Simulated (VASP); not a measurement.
# MgO (Fm-3m) in VASP: single point with RPBE

Aim: the single point of MgO with RPBE.

Everything below comes from runs of VASP 6.6.1. Logs are shortened: lines on timing, memory, paths and dates and some standing lists are left out, and cuts for length are marked.

## (1) The cell of the first run

Symmetry: Fm-3m, No. 225, cubic system. The conventional cell has a = 4.214 Å, b = 4.214 Å, c = 4.214 Å, α = 90.00°, β = 90.00°, γ = 90.00°. Within 2.8 Å of Mg (site symmetry m-3m) lie 6 O at 2.11 Å. Within 2.8 Å of O (site symmetry m-3m) lie 6 Mg at 2.11 Å.

## (2) Single point, RPBE

File INCAR:

```
PREC = Accurate
ENCUT = 520
EDIFF = 1E-6
ISMEAR = 0
SIGMA = 0.02
LREAL = F
LASPH = T
NELM = 60
ALGO = Normal
ISIF = 2
LWAVE = F
LCHARG = T
GGA = RP
LELF = T
LVHAR = T
NBANDS = 11
```

File KPOINTS:

```
regular mesh
0
Gamma
  10 10 10
```

File POSCAR:

```
MgO
1.0
    0.0000000000      2.1071294734      2.1071294734
    2.1071294734      0.0000000000      2.1071294734
    2.1071294734      2.1071294734      0.0000000000
Mg O
1 1
Direct
    0.0000000000      0.0000000000      0.0000000000
    0.5000000000      0.5000000000      0.5000000000
```

Potentials or basis: VASP PAW PBE potentials, release 64 (Mg, O).

Started as:

```
$ cat potpaw_PBE.64/Mg/POTCAR potpaw_PBE.64/O/POTCAR > POTCAR
$ mpirun -np 1 vasp_std > vasp.out
```

OUTCAR:

```text
PREC = Accurate
   ENCUT = 520
   EDIFF = 1E-6
   ISMEAR = 0
   LREAL = F
   LASPH = T
   NELM = 60
   ISIF = 2
   GGA = RP

 ion  position               nearest neighbor table
   1  0.000  0.000  0.000-   2 2.11   2 2.11   2 2.11   2 2.11   2 2.11   2 2.11
   2  0.500  0.500  0.500-   1 2.11   1 2.11   1 2.11   1 2.11   1 2.11   1 2.11

  LATTYP: Found a face centered cubic cell.
 ALAT       =     4.2142589468

  Lattice vectors:

 A1 = (   0.0000000000,   2.1071294734,   2.1071294734)
 A2 = (   2.1071294734,   0.0000000000,   2.1071294734)
 A3 = (   2.1071294734,   2.1071294734,   0.0000000000)

Analysis of symmetry for initial positions (statically):
=====================================================================
 Subroutine PRICEL returns:
 Original cell was already a primitive cell.

 Routine SETGRP: Setting up the symmetry group for a
 face centered cubic supercell.

 Subroutine GETGRP returns: Found 48 space group operations
 (whereof 48 operations were pure point group operations)
 out of a pool of 48 trial point group operations.

The static configuration has the point symmetry O_h .

Analysis of symmetry for dynamics (positions and initial velocities):
=====================================================================
 Subroutine PRICEL returns:
 Original cell was already a primitive cell.

 Routine SETGRP: Setting up the symmetry group for a
 face centered cubic supercell.

 Subroutine GETGRP returns: Found 48 space group operations
 (whereof 48 operations were pure point group operations)
 out of a pool of 48 trial point group operations.

The dynamic configuration has the point symmetry O_h .

 Subroutine INISYM returns: Found 48 space group operations
 (whereof 48 operations are pure point group operations),
 and found     1 'primitive' translations

----------------------------------------------------------------------------------------

                                     Primitive cell

  volume of cell :      18.7113

  direct lattice vectors                    reciprocal lattice vectors
     0.000000000  2.107129473  2.107129473    -0.237289643  0.237289643  0.237289643
     2.107129473  0.000000000  2.107129473     0.237289643 -0.237289643  0.237289643
     2.107129473  2.107129473  0.000000000     0.237289643  0.237289643 -0.237289643

  length of vectors
     2.979931079  2.979931079  2.979931079     0.410997717  0.410997717  0.410997717

  position of ions in fractional coordinates (direct lattice)
     0.000000000  0.000000000  0.000000000
     0.500000000  0.500000000  0.500000000

  ion indices of the primitive-cell ions
   primitive index   ion index
                 1           1
                 2           2

----------------------------------------------------------------------------------------

 KPOINTS: regular mesh

Automatic generation of k-mesh.
 Grid dimensions read from file:
 generate k-points for:   10   10   10

 Generating k-lattice:

  Cartesian coordinates                     Fractional coordinates (reciprocal lattice)
    -0.023728964  0.023728964  0.023728964     0.100000000  0.000000000  0.000000000
     0.023728964 -0.023728964  0.023728964     0.000000000  0.100000000  0.000000000
     0.023728964  0.023728964 -0.023728964     0.000000000  0.000000000  0.100000000

  Length of vectors
     0.041099772  0.041099772  0.041099772

  Shift w.r.t. Gamma in fractional coordinates (k-lattice)
     0.000000000  0.000000000  0.000000000

 Subroutine IBZKPT returns following result:
 ===========================================

 Found     47 irreducible k-points:

 Following reciprocal coordinates:
            Coordinates               Weight
  0.000000  0.000000  0.000000      1.000000
  0.100000  0.000000  0.000000      8.000000
  0.200000  0.000000  0.000000      8.000000
  0.300000  0.000000  0.000000      8.000000
  0.400000  0.000000  0.000000      8.000000
  0.500000  0.000000  0.000000      4.000000
[... 16 lines left out ...]
  0.300000  0.300000  0.000000      6.000000
  0.400000  0.300000  0.000000     24.000000
 [... further k-points ...]
   k-points           NKPTS =     47   k-points in BZ     NKDIM =     47   number of bands    NBANDS=     11
   number of dos      NEDOS =    301   number of ions     NIONS =      2
   total plane-waves  NPLWV =  13824
   dimension x,y,z NGX =    24 NGY =   24 NGZ =   24
   dimension x,y,z NGXF=    48 NGYF=   48 NGZF=   48
   ions per type =               1   1
   NGX,Y,Z   is equivalent  to a cutoff of  13.39, 13.39, 13.39 a.u.
   NGXF,Y,Z  is equivalent  to a cutoff of  26.78, 26.78, 26.78 a.u.
 SYSTEM =  unknown system
   PREC   = accura    normal or accurate (medium, high low for compatibility)
   ISTART =      0    job   : 0-new  1-cont  2-samecut
   ICHARG =      2    charge: 1-file 2-atom 10-const
   ISPIN  =      1    spin polarized calculation?
   LNONCOLLINEAR =      F non collinear calculations
   LSORBIT =      F    spin-orbit coupling
   LASPH  =      T    aspherical Exc in radial PAW
   ENCUT  =  520.0 eV  38.22 Ry    6.18 a.u.   5.54  5.54  5.54*2*pi/ulx,y,z
   NELM   =     60;   NELMIN=  2; NELMDL= -5     # of ELM steps
   EDIFF  = 0.1E-05   stopping-criterion for ELM
   LREAL  =      F    real-space projection
   EDIFFG = 0.1E-04   stopping-criterion for IOM
   NSW    =      0    number of steps for IOM
   IBRION =     -1    ionic relax: 0-MD 1-quasi-New 2-CG
   NFREE  =      0    steps in history (QN), initial steepest desc. (CG)
   ISIF   =      2    stress and relaxation
   ISYM   =      2    0-nonsym 1-usesym 2-fastsym
   POTIM  = 0.5000    time-step for ionic-motion
   TEBEG  =    0.0;   TEEND  =   0.0 temperature during run
   PSTRESS=    0.0 pullay stress
   NELECT =       8.0000    total number of electrons
   NUPDOWN=      -1.0000    fix difference up-down
   EMIN   =  10.00;   EMAX   =-10.00  energy-range for DOS
   EFERMI =   0.00;   METHOD = LEGACY
   ISMEAR =     0;   SIGMA  =   0.02  broadening in eV -4-tet -1-fermi 0-gaus
   EFERMI_NEDOS =   21; number of points for ismear=-14 and -15
   IALGO  =     38    algorithm
   IMIX   =      4    mixing-type and parameters
     AMIX     =   0.40;   BMIX     =  1.00
     AMIX_MAG =   1.60;   BMIX_MAG =  1.00
  volume/ion in A,a.u.               =       9.36        63.13
  Fermi-wavevector in a.u.,A,eV,Ry     =   1.233304  2.330607 20.695001  1.521040
  Thomas-Fermi vector in A             =   2.368040
   LORBIT       =      0    0 simple, 1 ext, 2 COOP (PROOUT), +10 PAW based schemes
   GGA     = RP    functional components
   LHFCALC =     F    Hartree Fock is set to
   AEXX    =    0.0000 exact exchange contribution
   IVDW    =     0    specifies the selected vdW correction
   LEPSILON=     F    determine dielectric tensor
   LRPA    =     F    only Hartree local field effects (RPA)
 non-spin polarized calculation
 Gauss-broadening in eV      SIGMA  =   0.02
  energy-cutoff  :      520.00
  volume of cell :       18.71
 maximum number of plane-waves:       531
 NGX is ok and might be reduce to    24
   NGX = 11   NGY = 11   NGZ = 11

 number of electron       8.0000005 magnetization

 Free energy of the ion-electron system (eV)
  ---------------------------------------------------
  ext. energy  EPLUGINS =         0.00000000
  ---------------------------------------------------
  free energy    TOTEN  =       -11.21859999 eV

  energy without entropy =      -11.21859999  energy(sigma->0) =      -11.21859999

 E-fermi :   3.5186     XC(G=0): -10.8432

 val. band max:        3.3347034105   @ k =   0.0000   0.0000   0.0000
 cond. band min:       8.1483955287   @ k =   0.0000   0.0000   0.0000
 fundamental gap:      4.8136921182
 Fermi energy:         3.5186435241

 k-point     1 :       0.0000    0.0000    0.0000
  band No.  band energies     occupation
      1     -13.9958      2.00000
      2       3.3347      2.00000
      3       3.3347      2.00000
      4       3.3347      2.00000
      5       8.1484      0.00000
      6      19.2553      0.00000
      7      19.2553      0.00000
      8      19.2553      0.00000
      9      23.1213      0.00000
     10      24.9419      0.00000
     11      24.9419      0.00000

 k-point     2 :       0.1000    0.0000    0.0000
  band No.  band energies     occupation
      1     -13.8919      2.00000
      2       2.6918      2.00000
      3       3.2678      2.00000
      4       3.2678      2.00000
      5       8.7728      0.00000
      6      17.9975      0.00000
      7      19.4957      0.00000
      8      19.4957      0.00000
      9      24.2325      0.00000
     10      24.2325      0.00000
     11      24.7943      0.00000

 k-point     3 :       0.2000    0.0000    0.0000
  band No.  band energies     occupation
      1     -13.6067      2.00000
      2       1.3841      2.00000
      3       3.0984      2.00000
      4       3.0984      2.00000
      5       9.9692      0.00000
      6      16.4812      0.00000
      7      19.9826      0.00000
      8      19.9826      0.00000
      9      23.5496      0.00000
     10      23.5496      0.00000
     11      25.7657      0.00000

 k-point     4 :       0.3000    0.0000    0.0000
  band No.  band energies     occupation
      1     -13.2226      2.00000
      2       0.0752      2.00000
      3       2.8990      2.00000
      4       2.8990      2.00000
      5      10.9114      0.00000
      6      15.7939      0.00000
      7      20.1055      0.00000
      8      20.1055      0.00000
      9      23.9964      0.00000
     10      23.9964      0.00000
     11      25.1691      0.00000
[... 239 lines left out ...]
 k-point    22 :      -0.2000    0.2000    0.0000
  band No.  band energies     occupation
      1     -13.1084      2.00000
      2       0.2700      2.00000
      3       2.0139      2.00000
      4       2.8954      2.00000
      5      11.8664      0.00000
      6      15.3426      0.00000
      7      18.5959      0.00000
      8      21.2808      0.00000
      9      21.9320      0.00000
     10      24.8472      0.00000
     11      28.3556      0.00000

 k-point    23 :       0.3000    0.3000    0.0000
  band No.  band energies     occupation
      1     -13.0244      2.00000
      2       0.2125      2.00000
      3       2.4066      2.00000
      4       2.4066      2.00000
      5      12.2885      0.00000
      6      13.8763      0.00000
      7      17.9156      0.00000
      8      21.4131      0.00000
      9      21.4131      0.00000
     10      27.5957      0.00000
     11      30.8636      0.00000

 k-point    24 :       0.4000    0.3000    0.0000
  band No.  band energies     occupation
      1     -12.7827      2.00000
      2      -0.2080      2.00000
      3       2.0450      2.00000
      4       2.2604      2.00000
      5      13.0213      0.00000
      6      13.6221      0.00000
      7      17.0794      0.00000
      8      21.6616      0.00000
      9      21.8677      0.00000
     10      28.3486      0.00000
     11      30.4436      0.00000

 [... further k-points ...]

------------------------ aborting loop because EDIFF is reached ----------------------------------------

  FORCE on cell =-STRESS in cart. coord.  units (eV):
  Direction    XX          YY          ZZ          XY          YZ          ZX
  --------------------------------------------------------------------------------------
  -------------------------------------------------------------------------------------
  Total        0.9795804      0.9795804      0.9795804     -0.0000000      0.0000000      0.0000000
  in kB       83.8777949     83.8777949     83.8777949     -0.0000000      0.0000000      0.0000000
  external PRESSURE =      83.8777949 kB  Pullay stress =       0.0000000 kB

 VOLUME and BASIS-vectors are now :
 -----------------------------------------------------------------------------
  energy-cutoff  :      520.00
  volume of cell :       18.71
      direct lattice vectors                 reciprocal lattice vectors
     0.000000000  2.107129473  2.107129473    -0.237289643  0.237289643  0.237289643
     2.107129473  0.000000000  2.107129473     0.237289643 -0.237289643  0.237289643
     2.107129473  2.107129473  0.000000000     0.237289643  0.237289643 -0.237289643

 POSITION                                       TOTAL-FORCE (eV/Angst)
 -----------------------------------------------------------------------------------
      0.00000      0.00000      0.00000         0.000000      0.000000      0.000000
      2.10713      2.10713      2.10713         0.000000      0.000000      0.000000
 -----------------------------------------------------------------------------------
    total drift:                               -0.000000     -0.000000      0.000000

  FREE ENERGIE OF THE ION-ELECTRON SYSTEM (eV)
  ---------------------------------------------------
  free  energy   TOTEN  =       -11.2185999854 eV

  energy  without entropy=      -11.2185999854  energy(sigma->0) =      -11.21859999
```

Wall time 6.6 s (1 thread of Intel Xeon Platinum 8559C (Emerald Rapids), shared host); peak memory 0.14 GiB.

Results:

* Free energy: -11.2186 eV
* Pressure: 8.4 GPa
* Band gap on the k mesh: 4.81 eV

Levels at points of the mesh, in eV from the valence-band top:
```csv
k point,band 1,band 2,band 3,band 4,band 5,band 6,band 7,band 8,band 9
"(0.00, 0.00, 0.00)",-17.33,0.00,0.00,0.00,4.81,15.92,15.92,15.92,19.79
"(0.50, 0.00, 0.00)",-16.07,-4.57,-0.65,-0.65,7.99,12.72,16.45,16.45,21.08
"(0.50, 0.50, 0.00)",-15.82,-4.05,-1.34,-1.34,9.23,10.14,13.20,19.13,19.13
```

Caveat: the cell stands under pressure; the PAW data sets were made with another functional, which shifts forces and pressure a little.
